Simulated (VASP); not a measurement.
# ZrC (F-43m) in VASP: further runs

Aim: see how the results for ZrC move with the level of theory and the settings. Levels: PBE-based screened hybrid with 25 % exact exchange, B3LYP. Tasks: single point.

All numbers are computed with VASP 6.6.1; they aren't measurements. Logs are shortened: lines on timing, memory, paths and dates and some standing lists are left out, and cuts for length are marked.

**1. The cell of the first run**

Symmetry: F-43m, No. 216, cubic system. Conventional cell: a = 5.091 Å, b = 5.091 Å, c = 5.091 Å, α = 90.00°, β = 90.00°, γ = 90.00°. Within 2.9 Å of Zr (site symmetry -43m) lie 4 C at 2.20 Å. Within 2.9 Å of C (site symmetry -43m) lie 4 Zr at 2.20 Å.

**2. Single point, PBE-based screened hybrid with 25 % exact exchange**

POSCAR

```
ZrC
1.0
    0.0000000000      2.5455200000      2.5455200000
    2.5455200000      0.0000000000      2.5455200000
    2.5455200000      2.5455200000      0.0000000000
Zr C
1 1
Direct
    0.5000000000      0.5000000000      0.5000000000
    0.7500000000      0.7500000000      0.7500000000
```

INCAR.step1

```
SYSTEM = ZrC
PREC = Accurate
ENCUT = 520
EDIFF = 1E-5
ISMEAR = -1
SIGMA = 0.05
LREAL = .False.
LASPH = .True.
NELM = 80
ALGO = Normal
ISIF = 2
LWAVE = .True.
LCHARG = .False.
GGA = PE
NBANDS = 15
```

INCAR.step2

```
SYSTEM = ZrC
PREC = Accurate
ENCUT = 520
EDIFF = 1E-6
ISMEAR = -1
SIGMA = 0.05
LREAL = .False.
LASPH = .True.
NELM = 80
ALGO = Normal
ISIF = 2
LWAVE = .False.
LCHARG = .False.
GGA = PE
LHFCALC = .True.
AEXX = 0.25
HFSCREEN = 0.3
PRECFOCK = Normal
ISTART = 1
NBANDS = 15
```

KPOINTS

```
regular mesh
0
Gamma
  5 5 5
  0 0 0
```

Potentials or basis: VASP PAW PBE potentials, release 64 (Zr_sv, C).

Started as:

```
> cat potpaw_PBE.64/Zr_sv/POTCAR potpaw_PBE.64/C/POTCAR > POTCAR
> cp INCAR.step1 INCAR
> mpirun -np 1 vasp_std > vasp.out
> cp INCAR.step2 INCAR
> mpirun -np 1 vasp_std > vasp.out
```

OUTCAR:

```text
SYSTEM = ZrC
   PREC = Accurate
   ENCUT = 520
   EDIFF = 1E-6
   ISMEAR = -1
   LREAL = .False.
   LASPH = .True.
   NELM = 80
   ISIF = 2
   GGA = PE
   LHFCALC = .True.
   AEXX = 0.25
   HFSCREEN = 0.3
   PRECFOCK = Normal
   ISTART = 1

 ion  position               nearest neighbor table
   1  0.500  0.500  0.500-   2 2.20   2 2.20   2 2.20   2 2.20
   2  0.750  0.750  0.750-   1 2.20   1 2.20   1 2.20   1 2.20

  LATTYP: Found a face centered cubic cell.
 ALAT       =     5.0910400000

  Lattice vectors:

 A1 = (   0.0000000000,   2.5455200000,   2.5455200000)
 A2 = (   2.5455200000,   0.0000000000,   2.5455200000)
 A3 = (   2.5455200000,   2.5455200000,   0.0000000000)

Analysis of symmetry for initial positions (statically):
=====================================================================
 Subroutine PRICEL returns:
 Original cell was already a primitive cell.

 Routine SETGRP: Setting up the symmetry group for a
 face centered cubic supercell.

 Subroutine GETGRP returns: Found 24 space group operations
 (whereof 24 operations were pure point group operations)
 out of a pool of 48 trial point group operations.

The static configuration has the point symmetry T_d .

Analysis of symmetry for dynamics (positions and initial velocities):
=====================================================================
 Subroutine PRICEL returns:
 Original cell was already a primitive cell.

 Routine SETGRP: Setting up the symmetry group for a
 face centered cubic supercell.

 Subroutine GETGRP returns: Found 24 space group operations
 (whereof 24 operations were pure point group operations)
 out of a pool of 48 trial point group operations.

The dynamic configuration has the point symmetry T_d .

 Subroutine INISYM returns: Found 24 space group operations
 (whereof 24 operations are pure point group operations),
 and found     1 'primitive' translations

----------------------------------------------------------------------------------------

                                     Primitive cell

  volume of cell :      32.9883

  direct lattice vectors                    reciprocal lattice vectors
     0.000000000  2.545520000  2.545520000    -0.196423521  0.196423521  0.196423521
     2.545520000  0.000000000  2.545520000     0.196423521 -0.196423521  0.196423521
     2.545520000  2.545520000  0.000000000     0.196423521  0.196423521 -0.196423521

  length of vectors
     3.599908907  3.599908907  3.599908907     0.340215517  0.340215517  0.340215517

  position of ions in fractional coordinates (direct lattice)
     0.500000000  0.500000000  0.500000000
     0.750000000  0.750000000  0.750000000

  ion indices of the primitive-cell ions
   primitive index   ion index
                 1           1
                 2           2

----------------------------------------------------------------------------------------

 KPOINTS: regular mesh

Automatic generation of k-mesh.
 Grid dimensions read from file:
 generate k-points for:    5    5    5

 Generating k-lattice:

  Cartesian coordinates                     Fractional coordinates (reciprocal lattice)
    -0.039284704  0.039284704  0.039284704     0.200000000  0.000000000  0.000000000
     0.039284704 -0.039284704  0.039284704     0.000000000  0.200000000  0.000000000
     0.039284704  0.039284704 -0.039284704     0.000000000  0.000000000  0.200000000

  Length of vectors
     0.068043103  0.068043103  0.068043103

  Shift w.r.t. Gamma in fractional coordinates (k-lattice)
     0.000000000  0.000000000  0.000000000

 Subroutine IBZKPT returns following result:
 ===========================================

 Found     10 irreducible k-points:

 Following reciprocal coordinates:
            Coordinates               Weight
  0.000000  0.000000  0.000000      1.000000
  0.200000  0.000000  0.000000      8.000000
  0.400000  0.000000  0.000000      8.000000
  0.200000  0.200000  0.000000      6.000000
  0.400000  0.200000  0.000000     24.000000
 -0.400000  0.200000  0.000000     24.000000
 -0.200000  0.200000  0.000000     12.000000
  0.400000  0.400000  0.000000      6.000000
 -0.400000  0.400000  0.000000     12.000000
 -0.400000  0.400000  0.200000     24.000000
   k-points           NKPTS =     10   k-points in BZ     NKDIM =    125   number of bands    NBANDS=     15
   number of dos      NEDOS =    301   number of ions     NIONS =      2
   total plane-waves  NPLWV =  21952
   dimension x,y,z NGX =    28 NGY =   28 NGZ =   28
   dimension x,y,z NGXF=    56 NGYF=   56 NGZF=   56
   ions per type =               1   1
   NGX,Y,Z   is equivalent  to a cutoff of  12.93, 12.93, 12.93 a.u.
   NGXF,Y,Z  is equivalent  to a cutoff of  25.86, 25.86, 25.86 a.u.
 SYSTEM =  ZrC
   PREC   = accura    normal or accurate (medium, high low for compatibility)
   ISTART =      1    job   : 0-new  1-cont  2-samecut
   ICHARG =      0    charge: 1-file 2-atom 10-const
   ISPIN  =      1    spin polarized calculation?
   LNONCOLLINEAR =      F non collinear calculations
   LSORBIT =      F    spin-orbit coupling
   LASPH  =      T    aspherical Exc in radial PAW
   ENCUT  =  520.0 eV  38.22 Ry    6.18 a.u.   6.69  6.69  6.69*2*pi/ulx,y,z
   NELM   =     80;   NELMIN=  2; NELMDL=  0     # of ELM steps
   EDIFF  = 0.1E-05   stopping-criterion for ELM
   LREAL  =      F    real-space projection
   EDIFFG = 0.1E-04   stopping-criterion for IOM
   NSW    =      0    number of steps for IOM
   IBRION =     -1    ionic relax: 0-MD 1-quasi-New 2-CG
   NFREE  =      0    steps in history (QN), initial steepest desc. (CG)
   ISIF   =      2    stress and relaxation
   ISYM   =      3    0-nonsym 1-usesym 2-fastsym
   POTIM  = 0.5000    time-step for ionic-motion
   TEBEG  =    0.0;   TEEND  =   0.0 temperature during run
   PSTRESS=    0.0 pullay stress
   NELECT =      16.0000    total number of electrons
   NUPDOWN=      -1.0000    fix difference up-down
   EMIN   =  10.00;   EMAX   =-10.00  energy-range for DOS
   EFERMI =   0.00;   METHOD = LEGACY
   ISMEAR =    -1;   SIGMA  =   0.05  broadening in eV -4-tet -1-fermi 0-gaus
   EFERMI_NEDOS =   21; number of points for ismear=-14 and -15
   IALGO  =     38    algorithm
   IMIX   =      1    mixing-type and parameters
     AMIX     =   0.40;   BMIX     =  1.00
     AMIX_MAG =   1.60;   BMIX_MAG =  1.00
  volume/ion in A,a.u.               =      16.49       111.31
  Fermi-wavevector in a.u.,A,eV,Ry     =   1.286259  2.430676 22.510313  1.654461
  Thomas-Fermi vector in A             =   2.418344
   LORBIT       =      0    0 simple, 1 ext, 2 COOP (PROOUT), +10 PAW based schemes
   GGA     = PE    functional components
   LHFCALC =     T    Hartree Fock is set to
   PRECFOCK=normal    Normal, Fast or Accurate (Low or Medium for compatibility)
   ENCUT4O =  -1.0   cutoff for four orbital integrals eV
   NKREDX  =     1    reduce k-point grid by
   NKREDY  =     1    reduce k-point grid by
   NKREDZ  =     1    reduce k-point grid by
   AEXX    =    0.2500 exact exchange contribution
   HFSCREEN=    0.3000 screening length (either q_TF or 0.3 A-1)
   HFSCREENC=   0.3000 screening length for correlation (either q_TF or 0.3 A-1)
   ENCUTFOCK=  -1.0 apply spherical cutoff to Coloumb kernel
   IVDW    =     0    specifies the selected vdW correction
   LEPSILON=     F    determine dielectric tensor
   LRPA    =     F    only Hartree local field effects (RPA)
 non-spin polarized calculation
  energy-cutoff  :      520.00
  volume of cell :       32.99
 maximum number of plane-waves:       899
  NGX = 24; NGY = 24; NGZ = 24

 number of electron      16.0000001 magnetization

 Free energy of the ion-electron system (eV)
  ---------------------------------------------------
  ext. energy  EPLUGINS =         0.00000000
  ---------------------------------------------------
  free energy    TOTEN  =       -20.48406120 eV

  energy without entropy =      -20.48405993  energy(sigma->0) =      -20.48406057

 E-fermi :   6.5765     XC(G=0):  -8.9678

 val. band max:        5.8949843341   @ k =  -0.4000   0.4000   0.2000
 cond. band min:       7.1919342338   @ k =  -0.4000   0.4000   0.0000
 fundamental gap:      1.2969498997
 Fermi energy:         6.5764877547

 k-point     1 :       0.0000    0.0000    0.0000
  band No.  band energies     occupation
      1     -44.9414      2.00000
      2     -21.4496      2.00000
      3     -21.4496      2.00000
      4     -21.4496      2.00000
      5      -4.7652      2.00000
      6       3.7547      2.00000
      7       3.7547      2.00000
      8       3.7547      2.00000
      9      10.1491      0.00000
     10      10.1491      0.00000
     11      10.2065      0.00000
     12      15.6917      0.00000
     13      15.6917      0.00000
     14      15.6917      0.00000
     15      21.5345      0.00000

 k-point     2 :       0.2000    0.0000    0.0000
  band No.  band energies     occupation
      1     -44.9262      2.00000
      2     -21.6290      2.00000
      3     -21.4747      2.00000
      4     -21.4747      2.00000
      5      -4.2462      2.00000
      6       3.3094      2.00000
      7       4.0625      2.00000
      8       4.0625      2.00000
      9       9.8451      0.00000
     10       9.8451      0.00000
     11      11.6049      0.00000
     12      14.9977      0.00000
     13      16.0480      0.00000
     14      16.0480      0.00000
     15      17.8171      0.00000

 k-point     3 :       0.4000    0.0000    0.0000
  band No.  band energies     occupation
      1     -44.9015      2.00000
      2     -21.9073      2.00000
      3     -21.5148      2.00000
      4     -21.5148      2.00000
      5      -3.5075      2.00000
      6       3.4965      2.00000
      7       4.4181      2.00000
      8       4.4181      2.00000
      9      10.4550      0.00000
     10      10.4550      0.00000
     11      11.1405      0.00000
     12      14.1547      0.00000
     13      14.3683      0.00000
     14      14.3683      0.00000
     15      17.7059      0.00000

 k-point     4 :       0.2000    0.2000    0.0000
  band No.  band energies     occupation
      1     -44.9212      2.00000
      2     -21.6270      2.00000
      3     -21.5130      2.00000
      4     -21.5130      2.00000
      5      -4.0698      2.00000
      6       2.9086      2.00000
      7       4.3827      2.00000
      8       4.3827      2.00000
      9       8.6147      0.00000
     10      10.6082      0.00000
     11      12.3251      0.00000
     12      15.3754      0.00000
     13      15.3754      0.00000
     14      15.7409      0.00000
     15      19.6844      0.00000
[... 55 lines left out ...]
 k-point     8 :       0.4000    0.4000    0.0000
  band No.  band energies     occupation
      1     -44.8885      2.00000
      2     -21.8916      2.00000
      3     -21.6147      2.00000
      4     -21.6147      2.00000
      5      -3.0784      2.00000
      6       2.3528      2.00000
      7       5.8645      2.00000
      8       5.8645      2.00000
      9       7.3275      0.00000
     10      11.5077      0.00000
     11      12.3806      0.00000
     12      12.8284      0.00000
     13      12.8284      0.00000
     14      17.5307      0.00000
     15      20.7830      0.00000

 k-point     9 :      -0.4000    0.4000    0.0000
  band No.  band energies     occupation
      1     -44.8834      2.00000
      2     -21.8884      2.00000
      3     -21.6999      2.00000
      4     -21.6082      2.00000
      5      -2.9451      2.00000
      6       2.8174      2.00000
      7       5.8524      2.00000
      8       5.8899      2.00000
      9       7.1919      0.00001
     10      10.7888      0.00000
     11      11.0957      0.00000
     12      13.3191      0.00000
     13      13.6360      0.00000
     14      18.9046      0.00000
     15      20.1817      0.00000

 k-point    10 :      -0.4000    0.4000    0.2000
  band No.  band energies     occupation
      1     -44.8865      2.00000
      2     -21.8527      2.00000
      3     -21.7007      2.00000
      4     -21.6023      2.00000
      5      -3.0203      2.00000
      6       3.3106      2.00000
      7       4.6220      2.00000
      8       5.8950      2.00000
      9       7.7895      0.00000
     10      10.0678      0.00000
     11      11.6919      0.00000
     12      13.2829      0.00000
     13      14.7430      0.00000
     14      17.9569      0.00000
     15      18.8791      0.00000

------------------------ aborting loop because EDIFF is reached ----------------------------------------

  FORCE on cell =-STRESS in cart. coord.  units (eV):
  Direction    XX          YY          ZZ          XY          YZ          ZX
  --------------------------------------------------------------------------------------
  -------------------------------------------------------------------------------------
  Total       -0.2222291     -0.2222291     -0.2222291      0.0000000      0.0000000      0.0000000
  in kB      -10.7932437    -10.7932437    -10.7932437      0.0000000      0.0000000      0.0000000
  external PRESSURE =     -10.7932437 kB  Pullay stress =       0.0000000 kB

 VOLUME and BASIS-vectors are now :
 -----------------------------------------------------------------------------
  energy-cutoff  :      520.00
  volume of cell :       32.99
      direct lattice vectors                 reciprocal lattice vectors
     0.000000000  2.545520000  2.545520000    -0.196423521  0.196423521  0.196423521
     2.545520000  0.000000000  2.545520000     0.196423521 -0.196423521  0.196423521
     2.545520000  2.545520000  0.000000000     0.196423521  0.196423521 -0.196423521

 POSITION                                       TOTAL-FORCE (eV/Angst)
 -----------------------------------------------------------------------------------
      2.54552      2.54552      2.54552         0.000000      0.000000      0.000000
      3.81828      3.81828      3.81828        -0.000000     -0.000000     -0.000000
 -----------------------------------------------------------------------------------
    total drift:                                0.000000     -0.000000      0.000000

  FREE ENERGIE OF THE ION-ELECTRON SYSTEM (eV)
  ---------------------------------------------------
  free  energy   TOTEN  =       -20.4840611973 eV

  energy  without entropy=      -20.4840599341  energy(sigma->0) =      -20.48406057
```

Wall time 15 min (1 thread of Intel Xeon Platinum 8259CL at 2.50GHz (Skylake/Cascade Lake), shared host); peak memory 0.27 GiB.

What came out:

```yaml
Free_energy: -20.4841 eV
Pressure: -1.1 GPa
Band_gap_on_the_k_mesh: 1.30 eV (least direct gap 1.30 eV)
```

Caveat: the k points lie up to 0.43 Å⁻¹ apart; the PAW data sets were made with another functional, which shifts forces and pressure a little; an odd mesh through Γ misses points on the zone boundary, where band edges can lie.

**3. Single point, B3LYP**

This run uses another cell than the first one, of 16.78 Å³/atom.

POSCAR

```
ZrC
1.0
    0.0000000000      2.5601337623      2.5601337623
    2.5601337623      0.0000000000      2.5601337623
    2.5601337623      2.5601337623      0.0000000000
Zr C
1 1
Direct
    0.5000000000      0.5000000000      0.5000000000
    0.7500000000      0.7500000000      0.7500000000
```

INCAR.step1

```
PREC = Accurate ; ENCUT = 520
EDIFF = 1E-5 ; ISMEAR = -1
SIGMA = 0.05 ; LREAL = F
LASPH = T ; NELM = 100
ALGO = Normal ; ISIF = 2
LWAVE = T ; GGA = PE
NBANDS = 15
```

INCAR.step2

```
PREC = Accurate ; ENCUT = 520
EDIFF = 1E-6 ; ISMEAR = -1
SIGMA = 0.05 ; LREAL = F
LASPH = T ; NELM = 100
ALGO = Normal ; ISIF = 2
LWAVE = F ; LCHARG = T
GGA = B3 ; LHFCALC = T
AEXX = 0.2 ; AGGAX = 0.72
AGGAC = 0.81 ; ALDAC = 0.19
PRECFOCK = Normal ; LELF = T
LVHAR = T ; ISTART = 1
NBANDS = 15
```

KPOINTS

```
regular mesh
0
Gamma
  5 5 5
```

Potentials or basis: VASP PAW PBE potentials, release 64 (Zr_sv, C).

Started as:

```
> cat potpaw_PBE.64/Zr_sv/POTCAR potpaw_PBE.64/C/POTCAR > POTCAR
> cp INCAR.step1 INCAR
> mpirun -np 1 vasp_std > vasp.out
> cp INCAR.step2 INCAR
> mpirun -np 1 vasp_std > vasp.out
```

Run time: 12 min. Hardware: 1 thread of Intel Xeon Platinum 8259CL at 2.50GHz (Skylake/Cascade Lake), shared host; peak memory 0.18 GiB.

The run converged. Its results:

```yaml
Free_energy: -20.5147 eV
Pressure: 0.2 GPa
Band_gap_on_the_k_mesh: 1.97 eV
```

Levels at points of the mesh, in eV from the valence-band top:
```
           k point  band 4  band 5  band 6  band 7  band 8  band 9  band 10  band 11  band 12  band 13
(0.00, 0.00, 0.00)  -27.27  -10.44   -2.15   -2.15   -2.15    4.74     4.74     5.05    10.20    10.20
```

Caveat: the k points lie up to 0.43 Å⁻¹ apart; the PAW data sets were made with another functional, which shifts forces and pressure a little; an odd mesh through Γ misses points on the zone boundary, where band edges can lie.
